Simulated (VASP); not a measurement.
# Na2S (Fm-3m) in VASP: a series of runs

Na2S is run at these levels: PBEsol; tasks: single point.

All numbers are computed with VASP 6.6.1; they aren't measurements. Logs are shortened: lines on timing, memory, paths and dates and some standing lists are left out, and cuts for length are marked.

## 1. The cell of the first run

It takes space group Fm-3m (No. 225, cubic). Conventional cell: a = 5.926 Å, b = 5.926 Å, c = 5.926 Å, α = 90.00°, β = 90.00°, γ = 90.00°. Within 3.4 Å of Na (site symmetry -43m) lie 4 S at 2.57 Å and 6 Na at 2.96 Å. Within 3.4 Å of S (site symmetry m-3m) lie 8 Na at 2.57 Å.

## 2. Single point, PBEsol

File INCAR:

```
PREC     = Accurate       # precision mode
ENCUT    = 500            # plane-wave cutoff, eV
EDIFF    = 1E-6           # SCF threshold, eV
ISMEAR   = 0              # smearing method
SIGMA    = 0.01           # smearing width, eV
LREAL    = F              # projectors in reciprocal space
LASPH    = T              # aspherical terms in the spheres
NELM     = 120            # most SCF steps
ALGO     = Normal         # electronic algorithm
ISIF     = 2              # what is computed and relaxed
LWAVE    = F              # write WAVECAR
LCHARG   = F              # write CHGCAR
GGA      = PS             # functional
NBANDS   = 17             # bands
GGA_COMPAT= F
```

File KPOINTS:

```
regular mesh
0
Gamma
  6 6 6
```

File POSCAR:

```
Na2S
1.0
    2.9628299537      2.9628299537      0.0000000000
   -2.9628299537      2.9628299537      0.0000000000
    0.0000000000      2.9628299537      2.9628299537
Na S
2 1
Direct
    0.2500000000      0.7500000000      0.5000000000
    0.7500000000      0.2500000000      0.5000000000
    0.0000000000      0.0000000000      0.0000000000
```

Potentials or basis: VASP PAW PBE potentials, release 64 (Na_pv, S).

Started as:

```sh
> cat potpaw_PBE.64/Na_pv/POTCAR potpaw_PBE.64/S/POTCAR > POTCAR
> mpirun -np 1 vasp_std > vasp.out
```

OUTCAR:

```text
PREC = Accurate
   ENCUT = 500
   EDIFF = 1E-6
   ISMEAR = 0
   LREAL = F
   LASPH = T
   NELM = 120
   ISIF = 2
   GGA = PS

 ion  position               nearest neighbor table
   1  0.250  0.750  0.500-   3 2.57   3 2.57   3 2.57   3 2.57
   2  0.750  0.250  0.500-   3 2.57   3 2.57   3 2.57   3 2.57
   3  0.000  0.000  0.000-   2 2.57   1 2.57   1 2.57   2 2.57   1 2.57   2 2.57   2 2.57   1 2.57

  LATTYP: Found a face centered cubic cell.
 ALAT       =     5.9256599074

  Lattice vectors:

 A1 = (   0.0000000000,   2.9628299537,   2.9628299537)
 A2 = (   2.9628299537,   0.0000000000,   2.9628299537)
 A3 = (   2.9628299537,   2.9628299537,   0.0000000000)

Analysis of symmetry for initial positions (statically):
=====================================================================
 Subroutine PRICEL returns:
 Original cell was already a primitive cell.

 Routine SETGRP: Setting up the symmetry group for a
 face centered cubic supercell.

 Subroutine GETGRP returns: Found 48 space group operations
 (whereof 48 operations were pure point group operations)
 out of a pool of 48 trial point group operations.

The static configuration has the point symmetry O_h .

Analysis of symmetry for dynamics (positions and initial velocities):
=====================================================================
 Subroutine PRICEL returns:
 Original cell was already a primitive cell.

 Routine SETGRP: Setting up the symmetry group for a
 face centered cubic supercell.

 Subroutine GETGRP returns: Found 48 space group operations
 (whereof 48 operations were pure point group operations)
 out of a pool of 48 trial point group operations.

The dynamic configuration has the point symmetry O_h .

 Subroutine INISYM returns: Found 48 space group operations
 (whereof 48 operations are pure point group operations),
 and found     1 'primitive' translations

----------------------------------------------------------------------------------------

                                     Primitive cell

  volume of cell :      52.0176

  direct lattice vectors                    reciprocal lattice vectors
     2.962829954  2.962829954  0.000000000     0.168757576  0.168757576 -0.168757576
    -2.962829954  2.962829954  0.000000000    -0.168757576  0.168757576 -0.168757576
     0.000000000  2.962829954  2.962829954     0.000000000  0.000000000  0.337515151

  length of vectors
     4.190074304  4.190074304  4.190074304     0.292296695  0.292296695  0.337515151

  position of ions in fractional coordinates (direct lattice)
     0.250000000  0.750000000  0.500000000
     0.750000000  0.250000000  0.500000000
     0.000000000  0.000000000  0.000000000

  ion indices of the primitive-cell ions
   primitive index   ion index
                 1           1
                 2           2
                 3           3

----------------------------------------------------------------------------------------

 KPOINTS: regular mesh

Automatic generation of k-mesh.
 Grid dimensions read from file:
 generate k-points for:    6    6    6

 Generating k-lattice:

  Cartesian coordinates                     Fractional coordinates (reciprocal lattice)
     0.028126263  0.028126263 -0.028126263     0.166666667  0.000000000  0.000000000
    -0.028126263  0.028126263 -0.028126263     0.000000000  0.166666667  0.000000000
     0.000000000  0.000000000  0.056252525     0.000000000  0.000000000  0.166666667

  Length of vectors
     0.048716116  0.048716116  0.056252525

  Shift w.r.t. Gamma in fractional coordinates (k-lattice)
     0.000000000  0.000000000  0.000000000

 Subroutine IBZKPT returns following result:
 ===========================================

 Found     16 irreducible k-points:

 Following reciprocal coordinates:
            Coordinates               Weight
  0.000000  0.000000  0.000000      1.000000
  0.166667  0.000000  0.000000      8.000000
  0.333333  0.000000  0.000000      8.000000
  0.500000  0.000000  0.000000      4.000000
  0.166667  0.166667  0.000000     12.000000
  0.333333  0.166667  0.000000     24.000000
[... 8 lines left out ...]
  0.500000  0.333333  0.166667     24.000000
  0.500000  0.500000  0.166667     12.000000
   k-points           NKPTS =     16   k-points in BZ     NKDIM =     16   number of bands    NBANDS=     17
   number of dos      NEDOS =    301   number of ions     NIONS =      3
   total plane-waves  NPLWV =  32768
   dimension x,y,z NGX =    32 NGY =   32 NGZ =   32
   dimension x,y,z NGXF=    64 NGYF=   64 NGZF=   64
   ions per type =               2   1
   NGX,Y,Z   is equivalent  to a cutoff of  12.70, 12.70, 12.70 a.u.
   NGXF,Y,Z  is equivalent  to a cutoff of  25.39, 25.39, 25.39 a.u.
 SYSTEM =  unknown system
   PREC   = accura    normal or accurate (medium, high low for compatibility)
   ISTART =      0    job   : 0-new  1-cont  2-samecut
   ICHARG =      2    charge: 1-file 2-atom 10-const
   ISPIN  =      1    spin polarized calculation?
   LNONCOLLINEAR =      F non collinear calculations
   LSORBIT =      F    spin-orbit coupling
   LASPH  =      T    aspherical Exc in radial PAW
   ENCUT  =  500.0 eV  36.75 Ry    6.06 a.u.   7.64  7.64  7.64*2*pi/ulx,y,z
   NELM   =    120;   NELMIN=  2; NELMDL= -5     # of ELM steps
   EDIFF  = 0.1E-05   stopping-criterion for ELM
   LREAL  =      F    real-space projection
   EDIFFG = 0.1E-04   stopping-criterion for IOM
   NSW    =      0    number of steps for IOM
   IBRION =     -1    ionic relax: 0-MD 1-quasi-New 2-CG
   NFREE  =      0    steps in history (QN), initial steepest desc. (CG)
   ISIF   =      2    stress and relaxation
   ISYM   =      2    0-nonsym 1-usesym 2-fastsym
   POTIM  = 0.5000    time-step for ionic-motion
   TEBEG  =    0.0;   TEEND  =   0.0 temperature during run
   PSTRESS=    0.0 pullay stress
   NELECT =      20.0000    total number of electrons
   NUPDOWN=      -1.0000    fix difference up-down
   EMIN   =  10.00;   EMAX   =-10.00  energy-range for DOS
   EFERMI =   0.00;   METHOD = LEGACY
   ISMEAR =     0;   SIGMA  =   0.01  broadening in eV -4-tet -1-fermi 0-gaus
   EFERMI_NEDOS =   21; number of points for ismear=-14 and -15
   IALGO  =     38    algorithm
   IMIX   =      4    mixing-type and parameters
     AMIX     =   0.40;   BMIX     =  1.00
     AMIX_MAG =   1.60;   BMIX_MAG =  1.00
  volume/ion in A,a.u.               =      17.34       117.01
  Fermi-wavevector in a.u.,A,eV,Ry     =   1.190423  2.249574 19.280922  1.417108
  Thomas-Fermi vector in A             =   2.326508
   LORBIT       =      0    0 simple, 1 ext, 2 COOP (PROOUT), +10 PAW based schemes
   GGA     = PS    functional components
   LHFCALC =     F    Hartree Fock is set to
   AEXX    =    0.0000 exact exchange contribution
   IVDW    =     0    specifies the selected vdW correction
   LEPSILON=     F    determine dielectric tensor
   LRPA    =     F    only Hartree local field effects (RPA)
 non-spin polarized calculation
 Gauss-broadening in eV      SIGMA  =   0.01
  energy-cutoff  :      500.00
  volume of cell :       52.02
 maximum number of plane-waves:      1363
 NGX is ok and might be reduce to    32
   NGX = 15   NGY = 15   NGZ = 15

 number of electron      20.0000019 magnetization

 Free energy of the ion-electron system (eV)
  ---------------------------------------------------
  ext. energy  EPLUGINS =         0.00000000
  ---------------------------------------------------
  free energy    TOTEN  =        -9.74835439 eV

  energy without entropy =       -9.74835439  energy(sigma->0) =       -9.74835439

 E-fermi :   1.7020     XC(G=0):  -9.1589

 val. band max:        1.6467567538   @ k =   0.0000   0.0000   0.0000
 cond. band min:       5.1076769643   @ k =   0.0000   0.0000   0.0000
 fundamental gap:      3.4609202105
 Fermi energy:         1.7019563327

 k-point     1 :       0.0000    0.0000    0.0000
  band No.  band energies     occupation
      1     -19.9602      2.00000
      2     -19.9602      2.00000
      3     -19.9602      2.00000
      4     -19.8243      2.00000
      5     -19.8243      2.00000
      6     -19.8243      2.00000
[... 9 lines left out ...]
     16      11.5674      0.00000
     17      14.4387      0.00000

 k-point     2 :       0.1667    0.0000    0.0000
  band No.  band energies     occupation
      1     -19.9564      2.00000
      2     -19.9521      2.00000
      3     -19.9521      2.00000
      4     -19.8418      2.00000
      5     -19.8343      2.00000
      6     -19.8343      2.00000
[... 9 lines left out ...]
     16      11.2590      0.00000
     17      13.7526      0.00000

 k-point     3 :       0.3333    0.0000    0.0000
  band No.  band energies     occupation
      1     -19.9450      2.00000
      2     -19.9292      2.00000
      3     -19.9292      2.00000
      4     -19.8803      2.00000
      5     -19.8609      2.00000
      6     -19.8609      2.00000
[... 9 lines left out ...]
     16      12.5013      0.00000
     17      13.8734      0.00000

 k-point     4 :       0.5000    0.0000    0.0000
  band No.  band energies     occupation
      1     -19.9312      2.00000
      2     -19.9074      2.00000
      3     -19.8992      2.00000
      4     -19.8992      2.00000
      5     -19.8928      2.00000
      6     -19.8928      2.00000
[... 9 lines left out ...]
     16      14.1454      0.00000
     17      15.6338      0.00000
[... 183 lines left out ...]
      1     -20.0045      2.00000
      2     -19.9810      2.00000
      3     -19.9412      2.00000
      4     -19.8594      2.00000
      5     -19.8352      2.00000
      6     -19.8039      2.00000
[... 9 lines left out ...]
     16      14.5346      0.00000
     17      15.2366      0.00000

 k-point    15 :       0.5000    0.3333    0.1667
  band No.  band energies     occupation
      1     -20.0193      2.00000
      2     -19.9967      2.00000
      3     -19.9017      2.00000
      4     -19.9012      2.00000
      5     -19.8098      2.00000
      6     -19.8067      2.00000
[... 9 lines left out ...]
     16      13.9317      0.00000
     17      15.3125      0.00000

 k-point    16 :       0.5000    0.5000    0.1667
  band No.  band energies     occupation
      1     -20.0418      2.00000
      2     -20.0071      2.00000
      3     -19.9490      2.00000
      4     -19.8524      2.00000
      5     -19.7991      2.00000
      6     -19.7898      2.00000
[... 9 lines left out ...]
     16      14.5854      0.00000
     17      15.2306      0.00000

------------------------ aborting loop because EDIFF is reached ----------------------------------------

  FORCE on cell =-STRESS in cart. coord.  units (eV):
  Direction    XX          YY          ZZ          XY          YZ          ZX
  --------------------------------------------------------------------------------------
  -------------------------------------------------------------------------------------
  Total        4.9402182      4.9402182      4.9402182     -0.0000000      0.0000000     -0.0000000
  in kB      152.1621153    152.1621153    152.1621153     -0.0000000      0.0000000     -0.0000000
  external PRESSURE =     152.1621153 kB  Pullay stress =       0.0000000 kB

 VOLUME and BASIS-vectors are now :
 -----------------------------------------------------------------------------
  energy-cutoff  :      500.00
  volume of cell :       52.02
      direct lattice vectors                 reciprocal lattice vectors
     2.962829954  2.962829954  0.000000000     0.168757576  0.168757576 -0.168757576
    -2.962829954  2.962829954  0.000000000    -0.168757576  0.168757576 -0.168757576
     0.000000000  2.962829954  2.962829954     0.000000000  0.000000000  0.337515151

 POSITION                                       TOTAL-FORCE (eV/Angst)
 -----------------------------------------------------------------------------------
     -1.48141      4.44424      1.48141         0.000000     -0.000000      0.000000
      1.48141      4.44424      1.48141        -0.000000      0.000000      0.000000
      0.00000      0.00000      0.00000        -0.000000      0.000000      0.000000
 -----------------------------------------------------------------------------------
    total drift:                                0.000000     -0.000000     -0.000000

  FREE ENERGIE OF THE ION-ELECTRON SYSTEM (eV)
  ---------------------------------------------------
  free  energy   TOTEN  =        -9.7483543851 eV

  energy  without entropy=       -9.7483543851  energy(sigma->0) =       -9.74835439
```

Wall time 19 s (1 thread of AMD EPYC 7R13, shared host); peak memory 0.14 GiB.

Results:

* Free energy: -9.7484 eV
* Pressure: 15.2 GPa
* Band gap on the k mesh: 3.46 eV, direct

Levels at points of the mesh, in eV from the valence-band top:
| k point | band 8 | band 9 | band 10 | band 11 | band 12 | band 13 |
| --- | --- | --- | --- | --- | --- | --- |
| (0.00, 0.00, 0.00) | 0.00 | 0.00 | 0.00 | 3.46 | 8.71 | 8.71 |
| (0.50, 0.00, 0.00) | -2.24 | -0.13 | -0.13 | 6.02 | 7.50 | 7.68 |
| (0.50, 0.50, 0.00) | -1.99 | -0.55 | -0.55 | 3.72 | 6.81 | 11.03 |

Caveat: the PAW data sets were made with another functional, which shifts forces and pressure a little. A k mesh can miss the band edges.

## 3. Single point, PBEsol

File INCAR:

```
SYSTEM = Na2S
PREC = Accurate
ENCUT = 500
EDIFF = 1E-6
ISMEAR = 0
SIGMA = 0.01
LREAL = .False.
LASPH = .True.
NELM = 120
ALGO = Normal
ISIF = 2
LWAVE = .False.
LCHARG = .False.
GGA = PS
NBANDS = 17
GGA_COMPAT = .False.
```

File KPOINTS:

```
regular mesh
0
Gamma
  6 6 6
  0 0 0
```

POSCAR is that of step 2.

Potentials or basis: VASP PAW PBE potentials, release 64 (Na_pv, S).

Started as:

```sh
> cat potpaw_PBE.64/Na_pv/POTCAR potpaw_PBE.64/S/POTCAR > POTCAR
> mpirun -np 1 vasp_std > vasp.out
```

OUTCAR:

```text
SYSTEM = Na2S
   PREC = Accurate
   ENCUT = 500
   EDIFF = 1E-6
   ISMEAR = 0
   LREAL = .False.
   LASPH = .True.
   NELM = 120
   ISIF = 2
   GGA = PS

 ion  position               nearest neighbor table
   1  0.250  0.750  0.500-   3 2.57   3 2.57   3 2.57   3 2.57
   2  0.750  0.250  0.500-   3 2.57   3 2.57   3 2.57   3 2.57
   3  0.000  0.000  0.000-   2 2.57   1 2.57   1 2.57   2 2.57   1 2.57   2 2.57   2 2.57   1 2.57

  LATTYP: Found a face centered cubic cell.
 ALAT       =     5.9256599074

  Lattice vectors:

 A1 = (   0.0000000000,   2.9628299537,   2.9628299537)
 A2 = (   2.9628299537,   0.0000000000,   2.9628299537)
 A3 = (   2.9628299537,   2.9628299537,   0.0000000000)

Analysis of symmetry for initial positions (statically):
=====================================================================
 Subroutine PRICEL returns:
 Original cell was already a primitive cell.

 Routine SETGRP: Setting up the symmetry group for a
 face centered cubic supercell.

 Subroutine GETGRP returns: Found 48 space group operations
 (whereof 48 operations were pure point group operations)
 out of a pool of 48 trial point group operations.

The static configuration has the point symmetry O_h .
[... 156 lines left out ...]

 val. band max:        1.6467567538   @ k =   0.0000   0.0000   0.0000
 cond. band min:       5.1076769643   @ k =   0.0000   0.0000   0.0000
 fundamental gap:      3.4609202105
 Fermi energy:         1.7019563327

 k-point     1 :       0.0000    0.0000    0.0000
  band No.  band energies     occupation
      1     -19.9602      2.00000
      2     -19.9602      2.00000
      3     -19.9602      2.00000
      4     -19.8243      2.00000
      5     -19.8243      2.00000
      6     -19.8243      2.00000
[... 297 lines left out ...]
      4     -19.8524      2.00000
      5     -19.7991      2.00000
      6     -19.7898      2.00000
[... 9 lines left out ...]
     16      14.5854      0.00000
     17      15.2306      0.00000

------------------------ aborting loop because EDIFF is reached ----------------------------------------

  FORCE on cell =-STRESS in cart. coord.  units (eV):
  Direction    XX          YY          ZZ          XY          YZ          ZX
  --------------------------------------------------------------------------------------
  -------------------------------------------------------------------------------------
  Total        4.9402182      4.9402182      4.9402182     -0.0000000      0.0000000     -0.0000000
  in kB      152.1621153    152.1621153    152.1621153     -0.0000000      0.0000000     -0.0000000
  external PRESSURE =     152.1621153 kB  Pullay stress =       0.0000000 kB

 VOLUME and BASIS-vectors are now :
 -----------------------------------------------------------------------------
  energy-cutoff  :      500.00
  volume of cell :       52.02
      direct lattice vectors                 reciprocal lattice vectors
     2.962829954  2.962829954  0.000000000     0.168757576  0.168757576 -0.168757576
    -2.962829954  2.962829954  0.000000000    -0.168757576  0.168757576 -0.168757576
     0.000000000  2.962829954  2.962829954     0.000000000  0.000000000  0.337515151

 POSITION                                       TOTAL-FORCE (eV/Angst)
 -----------------------------------------------------------------------------------
     -1.48141      4.44424      1.48141         0.000000     -0.000000      0.000000
      1.48141      4.44424      1.48141        -0.000000      0.000000      0.000000
      0.00000      0.00000      0.00000        -0.000000      0.000000      0.000000
 -----------------------------------------------------------------------------------
    total drift:                                0.000000     -0.000000     -0.000000

  FREE ENERGIE OF THE ION-ELECTRON SYSTEM (eV)
  ---------------------------------------------------
  free  energy   TOTEN  =        -9.7483543851 eV

  energy  without entropy=       -9.7483543851  energy(sigma->0) =       -9.74835439
```

stdout:

```text
POSCAR found type information on POSCAR NaS
 POSCAR found :  2 types and       3 ions
 scaLAPACK will be used
 -----------------------------------------------------------------------------
|                                                                             |
|                                                                             |
|     You enforced a specific xc type in the INCAR file but a different       |
|     I HOPE YOU KNOW WHAT YOU ARE DOING!                                     |
|                                                                             |
 -----------------------------------------------------------------------------

 LDA part: xc-table for (Slater+PW92), standard interpolation
 POSCAR, INCAR and KPOINTS ok, starting setup
 FFT: planning ... GRIDC
 FFT: planning ... GRID_SOFT
 FFT: planning ... GRID
 WAVECAR not read
 entering main loop
```

Run time: 18 s. Hardware: 1 thread of AMD EPYC 7R13, shared host; peak memory 0.14 GiB.

Results:

```
Free energy            : -9.7484 eV
Pressure               : 15.2 GPa
Band gap on the k mesh : 3.46 eV, direct
```

Caveat: the PAW data sets were made with another functional, which shifts forces and pressure a little.

(Continued in part 2 of 2.)
